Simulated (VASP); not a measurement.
Runs of VASP 6.6.1 on InAs. The structure is that of space group I4/mmm (No. 139), or close to it. The cells are those of the table. 

```tsv
cell	gap on the mesh (eV)	pressure (GPa)
a = 4.235, b = 4.235, c = 4.395 Å, angles 58.7, 58.7, 62.5°, 2 atoms	none	-9.6
a = 3.910, b = 3.910, c = 3.744 Å, angles 61.4, 61.4, 57.2°, 2 atoms	none	(a)
a = 4.235, b = 4.235, c = 4.069 Å, angles 61.3, 61.3, 57.4°, 2 atoms	none	(b)
a = 4.082, b = 4.082, c = 4.395 Å, angles 57.4, 57.4, 65.1°, 2 atoms	none	-5.0
a = 3.910, b = 3.910, c = 4.069 Å, angles 58.6, 58.6, 62.7°, 2 atoms	none	1.7
```

Alike in all rows: task single point; level LDA; potentials or basis VASP PAW LDA potentials, release 64 (In_d, As); no spin polarisation; k mesh 14 × 14 × 14; cutoff (eV) 520; smearing gaussian 0.15 eV.

Q: Estimate the missing entries.

A: (a) 9.8; (b) -7.6.

Caveats: spin-orbit coupling is left out, which moves the levels of the heavy elements.

A k mesh can miss the band edges, and the runs leave out spin-orbit coupling on As, In.

A gap of «none» marks levels without a gap at the run's occupations.
